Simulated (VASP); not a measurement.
# PN2 (P4_2/mnm) in VASP: notebook

Runs on PN2. Level: PBE. Tasks: single point, relaxation of cell and atoms.

Everything below comes from runs of VASP 6.6.1. Logs are shortened: lines on timing, memory, paths and dates and some standing lists are left out, and cuts for length are marked.

## (1) The cell of the first run

Symmetry: P4_2/mnm, No. 136, tetragonal system. Conventional cell: a = 4.194 Å, b = 4.194 Å, c = 2.685 Å, α = 90.00°, β = 90.00°, γ = 90.00°. P (site symmetry mmm) has 6 N at 1.77 to 1.81 Å within 2.4 Å. Within 2.4 Å of N (site symmetry m2m) lie 3 P at 1.77 to 1.81 Å and 1 N at 2.31 Å.

## (2) Single point, PBE

INCAR reads:

```
PREC = Accurate
ENCUT = 520
EDIFF = 1E-6
ISMEAR = 0
SIGMA = 0.1
LREAL = False
LASPH = True
NELM = 60
ALGO = Normal
ISIF = 2
LWAVE = False
LCHARG = False
GGA = PE
NBANDS = 24
```

KPOINTS reads:

```
Automatic mesh
0
Gamma
  10 10 14
```

POSCAR reads:

```
PN2
1.0
    4.1944200898      0.0000000000      0.0000000000
    0.0000000000      4.1944200898      0.0000000000
    0.0000000000      0.0000000000      2.6845953469
P N
2 4
Direct
    0.0000000000      0.0000000000      0.0000000000
    0.5000000000      0.5000000000      0.5000000000
    0.3052227331      0.3052227331      0.0000000000
    0.6947772669      0.6947772669      0.0000000000
    0.8052227331      0.1947772669      0.5000000000
    0.1947772669      0.8052227331      0.5000000000
```

Potentials or basis: VASP PAW PBE potentials, release 64 (P, N).

Run with:

```bash
$ cat potpaw_PBE.64/P/POTCAR potpaw_PBE.64/N/POTCAR > POTCAR
$ mpirun -np 1 vasp_std > vasp.out
```

OUTCAR:

```text
PREC = Accurate
   ENCUT = 520
   EDIFF = 1E-6
   ISMEAR = 0
   LREAL = False
   LASPH = True
   NELM = 60
   ISIF = 2
   GGA = PE

 ion  position               nearest neighbor table
   1  0.000  0.000  0.000-   5 1.77   6 1.77   5 1.77   6 1.77   3 1.81   4 1.81
   2  0.500  0.500  0.500-   3 1.77   4 1.77   3 1.77   4 1.77   5 1.81   6 1.81
   3  0.305  0.305  0.000-   2 1.77   2 1.77   1 1.81
   4  0.695  0.695  0.000-   2 1.77   2 1.77   1 1.81
   5  0.805  0.195  0.500-   1 1.77   1 1.77   2 1.81
   6  0.195  0.805  0.500-   1 1.77   1 1.77   2 1.81

  LATTYP: Found a simple tetragonal cell.
 ALAT       =     4.1944200898
 C/A-ratio  =     0.6400396931

  Lattice vectors:

 A1 = (   4.1944200898,   0.0000000000,   0.0000000000)
 A2 = (   0.0000000000,   4.1944200898,   0.0000000000)
 A3 = (   0.0000000000,   0.0000000000,   2.6845953469)

Analysis of symmetry for initial positions (statically):
=====================================================================
 Subroutine PRICEL returns:
 Original cell was already a primitive cell.

 Routine SETGRP: Setting up the symmetry group for a
 simple tetragonal supercell.

 Subroutine GETGRP returns: Found 16 space group operations
 (whereof  8 operations were pure point group operations)
 out of a pool of 16 trial point group operations.

The static configuration has the point symmetry D_2h.
 The point group associated with its full space group is D_4h.

Analysis of symmetry for dynamics (positions and initial velocities):
=====================================================================
 Subroutine PRICEL returns:
 Original cell was already a primitive cell.

 Routine SETGRP: Setting up the symmetry group for a
 simple tetragonal supercell.

 Subroutine GETGRP returns: Found 16 space group operations
 (whereof  8 operations were pure point group operations)
 out of a pool of 16 trial point group operations.

The dynamic configuration has the point symmetry D_2h.
 The point group associated with its full space group is D_4h.

 Subroutine INISYM returns: Found 16 space group operations
 (whereof  8 operations are pure point group operations),
 and found     1 'primitive' translations

----------------------------------------------------------------------------------------

                                     Primitive cell

  volume of cell :      47.2305

  direct lattice vectors                    reciprocal lattice vectors
     4.194420090  0.000000000  0.000000000     0.238411980  0.000000000  0.000000000
     0.000000000  4.194420090  0.000000000     0.000000000  0.238411980  0.000000000
     0.000000000  0.000000000  2.684595347     0.000000000  0.000000000  0.372495617

  length of vectors
     4.194420090  4.194420090  2.684595347     0.238411980  0.238411980  0.372495617

  position of ions in fractional coordinates (direct lattice)
     0.000000000  0.000000000  0.000000000
     0.500000000  0.500000000  0.500000000
     0.305222733  0.305222733  0.000000000
     0.694777267  0.694777267  0.000000000
     0.805222733  0.194777267  0.500000000
     0.194777267  0.805222733  0.500000000

  ion indices of the primitive-cell ions
   primitive index   ion index
                 1           1
                 2           2
                 3           3
                 4           4
                 5           5
                 6           6

----------------------------------------------------------------------------------------

 KPOINTS: Automatic mesh

Automatic generation of k-mesh.
 Grid dimensions read from file:
 generate k-points for:   10   10   14

 Generating k-lattice:

  Cartesian coordinates                     Fractional coordinates (reciprocal lattice)
     0.023841198  0.000000000  0.000000000     0.100000000  0.000000000  0.000000000
     0.000000000  0.023841198  0.000000000     0.000000000  0.100000000  0.000000000
     0.000000000  0.000000000  0.026606830     0.000000000  0.000000000  0.071428571

  Length of vectors
     0.023841198  0.023841198  0.026606830

  Shift w.r.t. Gamma in fractional coordinates (k-lattice)
     0.000000000  0.000000000  0.000000000

 Subroutine IBZKPT returns following result:
 ===========================================

 Found    168 irreducible k-points:

 Following reciprocal coordinates:
            Coordinates               Weight
  0.000000  0.000000  0.000000      1.000000
  0.100000  0.000000  0.000000      4.000000
  0.200000  0.000000  0.000000      4.000000
  0.300000  0.000000  0.000000      4.000000
  0.400000  0.000000  0.000000      4.000000
  0.500000  0.000000  0.000000      2.000000
[... 16 lines left out ...]
  0.100000  0.000000  0.071429      8.000000
  0.200000  0.000000  0.071429      8.000000
 [... further k-points ...]
   k-points           NKPTS =    168   k-points in BZ     NKDIM =    168   number of bands    NBANDS=     24
   number of dos      NEDOS =    301   number of ions     NIONS =      6
   total plane-waves  NPLWV =  20480
   dimension x,y,z NGX =    32 NGY =   32 NGZ =   20
   dimension x,y,z NGXF=    64 NGYF=   64 NGZF=   40
   ions per type =               2   4
   NGX,Y,Z   is equivalent  to a cutoff of  12.68, 12.68, 12.39 a.u.
   NGXF,Y,Z  is equivalent  to a cutoff of  25.37, 25.37, 24.77 a.u.
 SYSTEM =  unknown system
   PREC   = accura    normal or accurate (medium, high low for compatibility)
   ISTART =      0    job   : 0-new  1-cont  2-samecut
   ICHARG =      2    charge: 1-file 2-atom 10-const
   ISPIN  =      1    spin polarized calculation?
   LNONCOLLINEAR =      F non collinear calculations
   LSORBIT =      F    spin-orbit coupling
   LASPH  =      T    aspherical Exc in radial PAW
   ENCUT  =  520.0 eV  38.22 Ry    6.18 a.u.   7.80  7.80  4.99*2*pi/ulx,y,z
   NELM   =     60;   NELMIN=  2; NELMDL= -5     # of ELM steps
   EDIFF  = 0.1E-05   stopping-criterion for ELM
   LREAL  =      F    real-space projection
   EDIFFG = 0.1E-04   stopping-criterion for IOM
   NSW    =      0    number of steps for IOM
   IBRION =     -1    ionic relax: 0-MD 1-quasi-New 2-CG
   NFREE  =      0    steps in history (QN), initial steepest desc. (CG)
   ISIF   =      2    stress and relaxation
   ISYM   =      2    0-nonsym 1-usesym 2-fastsym
   POTIM  = 0.5000    time-step for ionic-motion
   TEBEG  =    0.0;   TEEND  =   0.0 temperature during run
   PSTRESS=    0.0 pullay stress
   NELECT =      30.0000    total number of electrons
   NUPDOWN=      -1.0000    fix difference up-down
   EMIN   =  10.00;   EMAX   =-10.00  energy-range for DOS
   EFERMI =   0.00;   METHOD = LEGACY
   ISMEAR =     0;   SIGMA  =   0.10  broadening in eV -4-tet -1-fermi 0-gaus
   EFERMI_NEDOS =   21; number of points for ismear=-14 and -15
   IALGO  =     38    algorithm
   IMIX   =      4    mixing-type and parameters
     AMIX     =   0.40;   BMIX     =  1.00
     AMIX_MAG =   1.60;   BMIX_MAG =  1.00
  volume/ion in A,a.u.               =       7.87        53.12
  Fermi-wavevector in a.u.,A,eV,Ry     =   1.407260  2.659336 26.944717  1.980381
  Thomas-Fermi vector in A             =   2.529537
   LORBIT       =      0    0 simple, 1 ext, 2 COOP (PROOUT), +10 PAW based schemes
   GGA     = PE    functional components
   LHFCALC =     F    Hartree Fock is set to
   AEXX    =    0.0000 exact exchange contribution
   IVDW    =     0    specifies the selected vdW correction
   LEPSILON=     F    determine dielectric tensor
   LRPA    =     F    only Hartree local field effects (RPA)
 non-spin polarized calculation
 Gauss-broadening in eV      SIGMA  =   0.10
  energy-cutoff  :      520.00
  volume of cell :       47.23
 maximum number of plane-waves:      1288
 NGX is ok and might be reduce to    32
   NGX = 15   NGY = 15   NGZ =  9

 number of electron      30.0000005 magnetization

 Free energy of the ion-electron system (eV)
  ---------------------------------------------------
  ext. energy  EPLUGINS =         0.00000000
  ---------------------------------------------------
  free energy    TOTEN  =       -42.12609258 eV

  energy without entropy =      -42.11290269  energy(sigma->0) =      -42.11949763

 E-fermi :   9.1667     XC(G=0): -12.5609

 val. band max:        9.1591909356   @ k =   0.1000   0.1000   0.2143
 cond. band min:       9.1735541205   @ k =   0.3000   0.2000   0.1429
 fundamental gap:      0.0143631849
 Fermi energy:         9.1667379305

 k-point     1 :       0.0000    0.0000    0.0000
  band No.  band energies     occupation
      1     -12.1458      2.00000
      2      -7.5186      2.00000
      3      -6.3714      2.00000
      4      -6.3714      2.00000
      5      -1.3302      2.00000
      6       2.1597      2.00000
[... 16 lines left out ...]
     23      21.6997      0.00000
     24      21.6997      0.00000

 k-point     2 :       0.1000    0.0000    0.0000
  band No.  band energies     occupation
      1     -12.0846      2.00000
      2      -7.9247      2.00000
      3      -6.3241      2.00000
      4      -6.0265      2.00000
      5      -1.4576      2.00000
      6       1.8431      2.00000
[... 16 lines left out ...]
     23      21.3768      0.00000
     24      21.7302      0.00000

 k-point     3 :       0.2000    0.0000    0.0000
  band No.  band energies     occupation
      1     -11.9021      2.00000
      2      -8.6348      2.00000
      3      -6.1852      2.00000
      4      -5.5243      2.00000
      5      -1.6999      2.00000
      6       1.1457      2.00000
[... 16 lines left out ...]
     23      20.5626      0.00000
     24      21.7119      0.00000

 k-point     4 :       0.3000    0.0000    0.0000
  band No.  band energies     occupation
      1     -11.6010      2.00000
      2      -9.3668      2.00000
      3      -5.9659      2.00000
      4      -5.2147      2.00000
      5      -1.8011      2.00000
      6       0.3486      2.00000
[... 16 lines left out ...]
     23      19.5242      0.00000
     24      20.7069      0.00000

 k-point     5 :       0.4000    0.0000    0.0000
  band No.  band energies     occupation
      1     -11.1866      2.00000
      2     -10.0543      2.00000
      3      -5.6891      2.00000
      4      -5.1986      2.00000
      5      -1.5944      2.00000
      6      -0.4246      2.00000
[... 16 lines left out ...]
     23      18.5194      0.00000
     24      19.7986      0.00000

 k-point     6 :       0.5000    0.0000    0.0000
  band No.  band energies     occupation
      1     -10.6670      2.00000
      2     -10.6670      2.00000
      3      -5.4024      2.00000
      4      -5.4024      2.00000
      5      -1.1003      2.00000
      6      -1.1003      2.00000
[... 16 lines left out ...]
     23      19.0074      0.00000
     24      19.0074      0.00000
[... 379 lines left out ...]
 k-point    21 :       0.5000    0.5000    0.0000
  band No.  band energies     occupation
      1     -10.1435      2.00000
      2     -10.1435      2.00000
      3      -7.1231      2.00000
      4      -7.1231      2.00000
      5       2.1467      2.00000
      6       2.1467      2.00000
[... 16 lines left out ...]
     23      20.4905      0.00000
     24      20.4905      0.00000

 k-point    22 :       0.0000    0.0000    0.0714
  band No.  band energies     occupation
      1     -12.0594      2.00000
      2      -7.4430      2.00000
      3      -6.3107      2.00000
      4      -6.3107      2.00000
      5      -1.4472      2.00000
      6       2.2278      2.00000
[... 16 lines left out ...]
     23      21.6723      0.00000
     24      21.6723      0.00000

 k-point    23 :       0.1000    0.0000    0.0714
  band No.  band energies     occupation
      1     -11.9984      2.00000
      2      -7.8484      2.00000
      3      -6.2641      2.00000
      4      -5.9683      2.00000
      5      -1.5436      2.00000
      6       1.9084      2.00000
[... 16 lines left out ...]
     23      21.3438      0.00000
     24      21.7332      0.00000

 k-point    24 :       0.2000    0.0000    0.0714
  band No.  band energies     occupation
      1     -11.8161      2.00000
      2      -8.5565      2.00000
      3      -6.1273      2.00000
      4      -5.4738      2.00000
      5      -1.7268      2.00000
      6       1.2104      2.00000
[... 16 lines left out ...]
     23      20.5274      0.00000
     24      21.3694      0.00000

 [... further k-points ...]
[... 5 lines left out ...]
  --------------------------------------------------------------------------------------
  -------------------------------------------------------------------------------------
  Total       -0.4203889     -0.4203889     -0.4557913     -0.0000000      0.0000000      0.0000000
  in kB      -14.2606441    -14.2606441    -15.4615811     -0.0000000      0.0000000      0.0000000
  external PRESSURE =     -14.6609564 kB  Pullay stress =       0.0000000 kB

 VOLUME and BASIS-vectors are now :
 -----------------------------------------------------------------------------
  energy-cutoff  :      520.00
  volume of cell :       47.23
      direct lattice vectors                 reciprocal lattice vectors
     4.194420090  0.000000000  0.000000000     0.238411980  0.000000000  0.000000000
     0.000000000  4.194420090  0.000000000     0.000000000  0.238411980  0.000000000
     0.000000000  0.000000000  2.684595347     0.000000000  0.000000000  0.372495617

 POSITION                                       TOTAL-FORCE (eV/Angst)
 -----------------------------------------------------------------------------------
      0.00000      0.00000      0.00000         0.000000     -0.000000      0.000000
      2.09721      2.09721      1.34230         0.000000     -0.000000      0.000000
      1.28023      1.28023      0.00000         0.008312      0.008312      0.000000
      2.91419      2.91419      0.00000        -0.008312     -0.008312     -0.000000
      3.37744      0.81698      1.34230         0.008312     -0.008312      0.000000
      0.81698      3.37744      1.34230        -0.008312      0.008312      0.000000
 -----------------------------------------------------------------------------------
    total drift:                                0.000000      0.000000      0.000000

  FREE ENERGIE OF THE ION-ELECTRON SYSTEM (eV)
  ---------------------------------------------------
  free  energy   TOTEN  =       -42.1260925823 eV

  energy  without entropy=      -42.1129026858  energy(sigma->0) =      -42.11949763
```

It took 3.5 min on 1 thread of AMD EPYC 7R13, shared host; peak memory 0.22 GiB.

Results:

| Item | Value |
| --- | --- |
| Free energy | -42.1261 eV |
| Pressure | -1.5 GPa |
| Largest force | 0.012 eV/Å |
| Band gap on the k mesh | zero (bands 15 and 16 overlap by 2.86 eV) |

Forces in eV/Å, atoms in the order of the input:
```
P    0.000  0.000  0.000
P    0.000  0.000  0.000
N    0.008  0.008  0.000
N   -0.008 -0.008  0.000
N    0.008 -0.008  0.000
N   -0.008  0.008  0.000
```

Levels at points of the mesh, in eV from the Fermi level:
```
           k point  band 12  band 13  band 14  band 15  band 16  band 17  band 18  band 19
(0.00, 0.00, 0.00)    -1.79    -1.79     0.90     0.90     1.95     3.91     4.13     7.57
(0.50, 0.00, 0.00)    -3.01    -1.29    -1.29     0.68     0.68     5.96     5.96     7.77
(0.50, 0.50, 0.00)    -1.99    -1.39    -1.39    -1.25    -1.25     4.92     4.92     8.82
(0.00, 0.00, 0.50)    -4.59    -2.39    -2.39    -1.96    -1.96     5.88     5.88    11.26
(0.50, 0.00, 0.50)    -3.61    -0.97    -0.97    -0.43    -0.43     6.59     6.59     8.21
(0.50, 0.50, 0.50)    -3.73    -0.78    -0.78    -0.16    -0.16     5.15     5.15     9.24
```

[end of part 1 of 2]
